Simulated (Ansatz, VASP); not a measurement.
**One calculation of Al, two programs**

Contents of INCAR:

```
SYSTEM = Al
PREC = Accurate
ENCUT = 520
EDIFF = 1E-7
ISMEAR = -1
SIGMA = 0.1
LREAL = .False.
LASPH = .True.
NELM = 60
ALGO = Normal
ISIF = 2
LWAVE = .False.
LCHARG = .True.
GGA = RP
LELF = .True.
LVHAR = .True.
NBANDS = 10
```

File KPOINTS:

```
Automatic mesh
0
Gamma
  10 10 10
  0 0 0
```

POSCAR

```
Al
1.0
    0.0000000000      2.9651697254      2.9651697254
    2.9651697254      0.0000000000      2.9651697254
    2.9651697254      2.9651697254      0.0000000000
Al
2
Direct
    0.1250000000      0.1250000000      0.1250000000
    0.8750000000      0.8750000000      0.8750000000
```

Input for Ansatz:

```yaml
crystal:
  lattice:
    - [0.0, 2.9651697254, 2.9651697254]
    - [2.9651697254, 0.0, 2.9651697254]
    - [2.9651697254, 2.9651697254, 0.0]
  atoms:
    - { symbol: Al, position: [0.125, 0.125, 0.125] }
    - { symbol: Al, position: [0.875, 0.875, 0.875] }
hamiltonian:
  xc: rpbe
  pseudopotentials:
    kind: paw
    azcp:
      Al: "pseudopotentials/Al.paw.azcp"
basis:
  ecutwfc: 420
  fft_grid_basis: typed
kpoints:
  mp_grid: { grid: [10, 10, 10], shift: [0, 0, 0] }
magnetization:
  spin_polarized: false
scf:
  occupations: { method: fermi_dirac, width: 0.1 }
  lower_state_search: "off"
output:
  stress: true
```

Alike in both runs: task single point; functional RPBE; k mesh 10 × 10 × 10; occupations fermi-dirac, width 0.1 eV; no spin polarisation.

```csv
,VASP,Ansatz
version,VASP 6.6.1,Ansatz 0.2.0
potentials or method,"VASP PAW PBE potentials, release 64 (Al), cutoff 520 eV","plane waves (420 eV) with PAW, scalar-relativistic"
valence electrons in the cell,6,6
```

Ansatz gave:

- pressure (GPa): 3.5

Which values does VASP return?

Pressure (GPa): 3.4.

VASP's potentials were made for PBE, not for RPBE. The functional is the same, so the differences come from potentials, cutoffs and numerics.
